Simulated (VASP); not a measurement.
TiO2: single point with PBE

The system is TiO2.

```
Ti O
1.0
    -4.34538    4.34538    1.87879
     4.34538   -4.34538    1.87879
     4.34538    4.34538   -1.87879
Ti O
4 8
Direct
  0.29146 0.00927 0.30073
  0.00927 0.70854 0.71781
  0.99073 0.29146 0.28219
  0.70854 0.99073 0.69927
  0.49691 0.15207 0.64898
  0.16315 0.84265 0.00580
  0.15207 0.50309 0.65515
  0.15735 0.16315 0.32050
  0.84265 0.83685 0.67950
  0.84793 0.49691 0.34485
  0.83685 0.15735 0.99420
  0.50309 0.84793 0.35102
```

* Program: VASP 6.6.1
* Task: single point
* Functional: PBE
* Potentials or basis: VASP PAW PBE potentials, release 64 (Ti_sv, O)
* Cutoff: 520 eV
* k mesh: 8 × 8 × 8
* Occupations: gaussian, width 0.02 eV
* Spin: no spin polarisation

| Quantity | Value |
| --- | --- |
| Pressure | 5.6 GPa |
| Largest force | 0.087 eV/Å |
| Band gap on the k mesh | 1.81 eV (least direct gap 2.48 eV) |

Forces on the atoms (eV/Å):
```
Ti  -0.016  0.085  0.000
Ti  -0.085 -0.016  0.000
Ti   0.085  0.016  0.000
Ti   0.016 -0.085  0.000
O   -0.010  0.001  0.000
O    0.012  0.025  0.000
O   -0.001 -0.010  0.000
O    0.025 -0.012  0.000
O   -0.025  0.012  0.000
O    0.001  0.010  0.000
O   -0.012 -0.025  0.000
O    0.010 -0.001  0.000
```

Stress tensor (GPa, compression positive):
```
5.68 0.00 0.00
0.00 5.68 0.00
0.00 0.00 5.52
```

Levels at points of the mesh, in eV from the valence-band top:
| k point | band 45 | band 46 | band 47 | band 48 | band 49 | band 50 | band 51 | band 52 |
| --- | --- | --- | --- | --- | --- | --- | --- | --- |
| (0.00, 0.00, 0.00) | -0.90 | -0.89 | -0.89 | -0.68 | 1.81 | 3.10 | 3.10 | 3.17 |
| (0.50, 0.00, 0.00) | -0.78 | -0.71 | -0.65 | -0.35 | 2.92 | 3.29 | 3.34 | 3.45 |
| (0.50, 0.50, 0.00) | -1.13 | -0.93 | -0.88 | -0.65 | 2.41 | 2.62 | 2.85 | 3.35 |
| (0.50, 0.50, 0.50) | -1.13 | -1.08 | -1.08 | 0.00 | 2.93 | 2.93 | 3.00 | 3.15 |

Wall time 28 min on 1 thread of Oxide Virtual Turin-like Processor, on a shared host, peak memory 0.6 GiB.

Caveat: the cell stands under pressure. A k mesh can miss the band edges.
